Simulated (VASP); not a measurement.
# WS2 in VASP: further runs, part 3 of 3

VASP 6.6.1.

## Step 5: Single point, PBEsol+D3(BJ) (atoms displaced along a vibrational mode, the cell strained)

Input file INCAR:

```
PREC     = Accurate       # precision mode
ENCUT    = 520            # plane-wave cutoff, eV
EDIFF    = 1E-6           # SCF threshold, eV
ISMEAR   = 0              # smearing method
SIGMA    = 0.05           # smearing width, eV
LREAL    = F              # projectors in reciprocal space
LASPH    = T              # aspherical terms in the spheres
NELM     = 80             # most SCF steps
ALGO     = Normal         # electronic algorithm
ISIF     = 2              # what is computed and relaxed
LWAVE    = F              # write WAVECAR
LCHARG   = F              # write CHGCAR
GGA      = PS             # functional
IVDW     = 12             # dispersion correction
NBANDS   = 20             # bands
```

Input file KPOINTS:

```
regular mesh
0
Gamma
  12 12 2
```

Input file POSCAR:

```
WS2
1.0
    3.0977750082      0.0000000000      0.0000000000
   -1.5488875041      2.6827518523      0.0000000000
    0.0000000000      0.0000000000     16.7957060984
W S
1 2
Direct
    0.3333333333      0.6666666667      0.0000000000
    0.6605841397      0.3333333333      0.9071447969
    0.6727491936      0.3333333333      0.0928552031
```

Potentials or basis: VASP PAW PBE potentials, release 64 (W_sv, S).

On the command line:

```bash
cat potpaw_PBE.64/W_sv/POTCAR potpaw_PBE.64/S/POTCAR > POTCAR
mpirun -np 1 vasp_std > vasp.out
```

OUTCAR:

```text
PREC = Accurate
   ENCUT = 520
   EDIFF = 1E-6
   ISMEAR = 0
   LREAL = F
   LASPH = T
   NELM = 80
   ISIF = 2
   GGA = PS
   IVDW = 12
 IVDW          = 12

 ion  position               nearest neighbor table
   1  0.333  0.667  0.000-   3 2.36   2 2.36   2 2.37   3 2.37   2 2.39   3 2.39
   2  0.661  0.333  0.907-   1 2.36   1 2.37   1 2.39
   3  0.673  0.333  0.093-   1 2.36   1 2.37   1 2.39

  LATTYP: Found a hexagonal cell.
 ALAT       =     3.0977750082
 C/A-ratio  =     5.4218611920

  Lattice vectors:

 A1 = (   3.0977750082,   0.0000000000,   0.0000000000)
 A2 = (  -1.5488875041,   2.6827518523,   0.0000000000)
 A3 = (   0.0000000000,   0.0000000000,  16.7957060984)

Analysis of symmetry for initial positions (statically):
=====================================================================
 Subroutine PRICEL returns:
 Original cell was already a primitive cell.

 Routine SETGRP: Setting up the symmetry group for a
 hexagonal supercell.

 Subroutine GETGRP returns: Found  2 space group operations
 (whereof  2 operations were pure point group operations)
 out of a pool of 24 trial point group operations.

The static configuration has the point symmetry C_2 .

Analysis of symmetry for dynamics (positions and initial velocities):
=====================================================================
 Subroutine PRICEL returns:
 Original cell was already a primitive cell.

 Routine SETGRP: Setting up the symmetry group for a
 hexagonal supercell.

 Subroutine GETGRP returns: Found  2 space group operations
 (whereof  2 operations were pure point group operations)
 out of a pool of 24 trial point group operations.

The dynamic configuration has the point symmetry C_2 .

 Subroutine INISYM returns: Found  2 space group operations
 (whereof  2 operations are pure point group operations),
 and found     1 'primitive' translations

----------------------------------------------------------------------------------------

                                     Primitive cell

  volume of cell :     139.5818

  direct lattice vectors                    reciprocal lattice vectors
     3.097775008  0.000000000  0.000000000     0.322812340  0.186375792  0.000000000
    -1.548887504  2.682751852  0.000000000     0.000000000  0.372751583  0.000000000
     0.000000000  0.000000000 16.795706098     0.000000000  0.000000000  0.059539027

  length of vectors
     3.097775008  3.097775008 16.795706098     0.372751583  0.372751583  0.059539027

  position of ions in fractional coordinates (direct lattice)
     0.333333333  0.666666667  0.000000000
     0.660584140  0.333333333  0.907144797
     0.672749194  0.333333333  0.092855203

  ion indices of the primitive-cell ions
   primitive index   ion index
                 1           1
                 2           2
                 3           3

----------------------------------------------------------------------------------------

 KPOINTS: regular mesh

Automatic generation of k-mesh.
 Grid dimensions read from file:
 generate k-points for:   12   12    2

 Generating k-lattice:

  Cartesian coordinates                     Fractional coordinates (reciprocal lattice)
     0.026901028  0.015531316  0.000000000     0.083333333  0.000000000  0.000000000
     0.000000000  0.031062632  0.000000000     0.000000000  0.083333333  0.000000000
     0.000000000  0.000000000  0.029769514     0.000000000  0.000000000  0.500000000

  Length of vectors
     0.031062632  0.031062632  0.029769514

  Shift w.r.t. Gamma in fractional coordinates (k-lattice)
     0.000000000  0.000000000  0.000000000

 Subroutine IBZKPT returns following result:
 ===========================================

 Found     86 irreducible k-points:

 Following reciprocal coordinates:
            Coordinates               Weight
  0.000000  0.000000  0.000000      1.000000
  0.083333 -0.000000  0.000000      4.000000
  0.000000  0.083333  0.000000      2.000000
  0.166667  0.000000  0.000000      4.000000
  0.000000  0.166667  0.000000      2.000000
  0.250000 -0.000000  0.000000      4.000000
[... 16 lines left out ...]
 -0.083333  0.416667  0.000000      4.000000
 -0.416667  0.333333  0.000000      4.000000
 [... further k-points ...]
   k-points           NKPTS =     86   k-points in BZ     NKDIM =     86   number of bands    NBANDS=     20
   number of dos      NEDOS =    301   number of ions     NIONS =      3
   total plane-waves  NPLWV =  72576
   dimension x,y,z NGX =    24 NGY =   24 NGZ =  126
   dimension x,y,z NGXF=    48 NGYF=   48 NGZF=  252
   ions per type =               1   2
   NGX,Y,Z   is equivalent  to a cutoff of  12.88, 12.88, 12.47 a.u.
   NGXF,Y,Z  is equivalent  to a cutoff of  25.76, 25.76, 24.94 a.u.
 SYSTEM =  unknown system
   PREC   = accura    normal or accurate (medium, high low for compatibility)
   ISTART =      0    job   : 0-new  1-cont  2-samecut
   ICHARG =      2    charge: 1-file 2-atom 10-const
   ISPIN  =      1    spin polarized calculation?
   LNONCOLLINEAR =      F non collinear calculations
   LSORBIT =      F    spin-orbit coupling
   LASPH  =      T    aspherical Exc in radial PAW
   ENCUT  =  520.0 eV  38.22 Ry    6.18 a.u.   5.76  5.76 31.23*2*pi/ulx,y,z
   NELM   =     80;   NELMIN=  2; NELMDL= -5     # of ELM steps
   EDIFF  = 0.1E-05   stopping-criterion for ELM
   LREAL  =      F    real-space projection
   EDIFFG = 0.1E-04   stopping-criterion for IOM
   NSW    =      0    number of steps for IOM
   IBRION =     -1    ionic relax: 0-MD 1-quasi-New 2-CG
   NFREE  =      0    steps in history (QN), initial steepest desc. (CG)
   ISIF   =      2    stress and relaxation
   ISYM   =      2    0-nonsym 1-usesym 2-fastsym
   POTIM  = 0.5000    time-step for ionic-motion
   TEBEG  =    0.0;   TEEND  =   0.0 temperature during run
   PSTRESS=    0.0 pullay stress
   NELECT =      26.0000    total number of electrons
   NUPDOWN=      -1.0000    fix difference up-down
   EMIN   =  10.00;   EMAX   =-10.00  energy-range for DOS
   EFERMI =   0.00;   METHOD = LEGACY
   ISMEAR =     0;   SIGMA  =   0.05  broadening in eV -4-tet -1-fermi 0-gaus
   EFERMI_NEDOS =   21; number of points for ismear=-14 and -15
   IALGO  =     38    algorithm
   IMIX   =      4    mixing-type and parameters
     AMIX     =   0.40;   BMIX     =  1.00
     AMIX_MAG =   1.60;   BMIX_MAG =  1.00
  volume/ion in A,a.u.               =      46.53       313.98
  Fermi-wavevector in a.u.,A,eV,Ry     =   0.934953  1.766805 11.893355  0.874137
  Thomas-Fermi vector in A             =   2.061811
   LORBIT       =      0    0 simple, 1 ext, 2 COOP (PROOUT), +10 PAW based schemes
   GGA     = PS    functional components
   LHFCALC =     F    Hartree Fock is set to
   AEXX    =    0.0000 exact exchange contribution
   IVDW    =    12    specifies the selected vdW correction
   LEPSILON=     F    determine dielectric tensor
   LRPA    =     F    only Hartree local field effects (RPA)
 non-spin polarized calculation
 Gauss-broadening in eV      SIGMA  =   0.05
  energy-cutoff  :      520.00
  volume of cell :      139.58
 maximum number of plane-waves:      3784
   NGX = 11   NGY = 11   NGZ = 63

 number of electron      25.9999999 magnetization

 Free energy of the ion-electron system (eV)
  ---------------------------------------------------
  ext. energy  EPLUGINS =         0.00000000
  ---------------------------------------------------
  free energy    TOTEN  =       -25.20546812 eV

  energy without entropy =      -25.20546812  energy(sigma->0) =      -25.20546812

 E-fermi :  -0.7097     XC(G=0):  -4.7016

 val. band max:       -0.9544886494   @ k =   0.3333   0.3333   0.0000
 cond. band min:       1.0780645192   @ k =  -0.3333   0.1667   0.0000
 fundamental gap:      2.0325531686
 Fermi energy:        -0.7097352968

 k-point     1 :       0.0000    0.0000    0.0000
  band No.  band energies     occupation
      1     -74.7617      2.00000
      2     -39.0952      2.00000
      3     -38.8440      2.00000
      4     -38.8439      2.00000
      5     -16.0828      2.00000
      6     -14.3062      2.00000
[... 12 lines left out ...]
     19       4.5619      0.00000
     20       4.8589      0.00000
[... 507 lines left out ...]
 k-point    24 :      -0.4167    0.3333    0.0000
  band No.  band energies     occupation
      1     -74.7397      2.00000
      2     -39.2252      2.00000
      3     -39.0199      2.00000
      4     -38.9512      2.00000
      5     -14.0447      2.00000
      6     -13.5863      2.00000
[... 12 lines left out ...]
     19       6.7550      0.00000
     20       6.8009      0.00000

 [... further k-points ...]

------------------------ aborting loop because EDIFF is reached ----------------------------------------

 Edisp (eV)   -0.77398

 E8    (eV) :    -0.5202

  FORCE on cell =-STRESS in cart. coord.  units (eV):
  Direction    XX          YY          ZZ          XY          YZ          ZX
  --------------------------------------------------------------------------------------
  -------------------------------------------------------------------------------------
  Total       1.46694     1.46647     1.55939     0.00000     0.00000    -0.66041
  in kB      16.83817    16.83280    17.89930     0.00000     0.00000    -7.58052
  external pressure =       17.19 kB  Pullay stress =        0.00 kB

 VOLUME and BASIS-vectors are now :
 -----------------------------------------------------------------------------
  energy-cutoff  :      520.00
  volume of cell :      139.58
      direct lattice vectors                 reciprocal lattice vectors
     3.097775008  0.000000000  0.000000000     0.322812340  0.186375792  0.000000000
    -1.548887504  2.682751852  0.000000000     0.000000000  0.372751583  0.000000000
     0.000000000  0.000000000 16.795706098     0.000000000  0.000000000  0.059539027

 POSITION                                       TOTAL-FORCE (eV/Angst)
 -----------------------------------------------------------------------------------
     -0.00000      1.78850      0.00000         0.000000      0.006710      0.000000
      1.53005      0.89425     15.23614         0.211581     -0.003355     -0.513921
      1.56773      0.89425      1.55957        -0.211581     -0.003355      0.513921
 -----------------------------------------------------------------------------------
    total drift:                                0.000000     -0.000004     -0.000000

  FREE ENERGIE OF THE ION-ELECTRON SYSTEM (eV)
  ---------------------------------------------------
  free  energy   TOTEN  =       -25.9794451138 eV

  energy  without entropy=      -25.9794451138  energy(sigma->0) =      -25.97944511
```

It took 1.8 min on 1 thread of Intel Xeon 6975P-C (Granite Rapids), shared host; peak memory 0.4 GiB.

What came out:

| Quantity | Value |
| --- | --- |
| Free energy | -25.9794 eV |
| Largest force | 0.556 eV/Å |
| Band gap on the k mesh | 2.03 eV (least direct gap 2.11 eV) |
| Dispersion energy per atom | -0.258 eV |

Forces in eV/Å, atoms in the order of the input:
```
W    0.000  0.007  0.000
S    0.212 -0.003 -0.514
S   -0.212 -0.003  0.514
```

Levels at points of the mesh, in eV from the valence-band top:
```csv
k point,band 10,band 11,band 12,band 13,band 14,band 15,band 16,band 17
"(0.00, 0.00, 0.00)",-2.30,-1.54,-1.53,-0.24,3.12,3.13,3.34,3.34
"(0.50, 0.00, 0.00)",-3.51,-2.28,-1.11,-1.00,3.23,3.59,4.17,5.06
"(0.00, 0.50, 0.00)",-3.50,-2.27,-1.11,-1.00,3.23,3.59,4.17,5.05
"(0.00, 0.00, 0.50)",-2.30,-1.54,-1.53,-0.24,3.12,3.13,3.34,3.34
"(0.50, 0.00, 0.50)",-3.51,-2.28,-1.11,-1.00,3.23,3.59,4.17,5.06
"(0.00, 0.50, 0.50)",-3.50,-2.27,-1.11,-1.00,3.23,3.59,4.17,5.05
```

Caveat: the cell differs from its parent crystal (atoms displaced along a vibrational mode, the cell strained); the PAW data sets were made with another functional, which shifts forces and pressure a little; spin-orbit coupling is left out, which moves the levels of the heavy elements.

## Step 6: Summary

| cell | gap on the mesh (eV) | largest force (eV/Å) |
| --- | --- | --- |
| a = 3.072, b = 3.072, c = 16.653 Å, angles 90.0, 90.0, 120.0°, 3 atoms, atomic positions A | 2.06 | 1.29 |
| a = 3.098, b = 3.098, c = 16.796 Å, angles 90.0, 90.0, 120.0°, 3 atoms, atomic positions B | 2.03 | 0.68 |
| a = 3.098, b = 3.098, c = 16.796 Å, angles 90.0, 90.0, 120.0°, 3 atoms, atomic positions C | 2.01 | 1.03 |
| a = 3.098, b = 3.098, c = 16.796 Å, angles 90.0, 90.0, 120.0°, 3 atoms, atomic positions D | 2.03 | 0.56 |

Alike in all rows: task single point; level PBEsol+D3(BJ); potentials or basis VASP PAW PBE potentials, release 64 (W_sv, S); no spin polarisation; k mesh 12 × 12 × 2; cutoff (eV) 520; smearing gaussian 0.05 eV.

Caveats: the PAW data sets were made with another functional, which shifts forces and pressure a little; spin-orbit coupling is left out, which moves the levels of the heavy elements.

Total energies depend on the potentials used, so only differences within one code and one set of settings carry meaning.
